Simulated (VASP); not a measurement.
Runs of VASP 6.6.1 on KBr. The structure is that of space group Fm-3m (No. 225), or close to it. The cells are those of the table. 

```tsv
task	cell	cutoff (eV)	gap on the mesh (eV)	pressure (GPa)
single point	a = 4.984 Å, angles 60.0, 60.0, 90.0°, 2 atoms	520	3.86	-2.0
relaxation of cell and atoms	relaxed to -2 GPa from a = 4.631 Å, angles 60.0, 60.0, 90.0°, 2 atoms	600	(b)	-2.0
relaxation of cell and atoms	relaxed to 15 GPa from a = 4.631 Å, angles 60.0, 60.0, 90.0°, 2 atoms	600	4.80	15.0
single point	a = 4.479 Å, angles 60.0, 60.0, 90.0°, 2 atoms	520	(a)	2.1
```

Alike in all rows: level PBEsol; potentials or basis VASP PAW PBE potentials, release 64 (K_sv, Br); no spin polarisation; k mesh 6 × 6 × 6; smearing gaussian 0.01 eV.

Q: Fill in the values left out.

A: (a) 4.61; (b) 3.84.

Caveats: the PAW data sets were made with another functional, which shifts forces and pressure a little; the cell is relaxed towards a set pressure, so the enthalpy falls and the energy may rise (some runs).

A k mesh can miss the band edges, and the runs leave out spin-orbit coupling on Br.
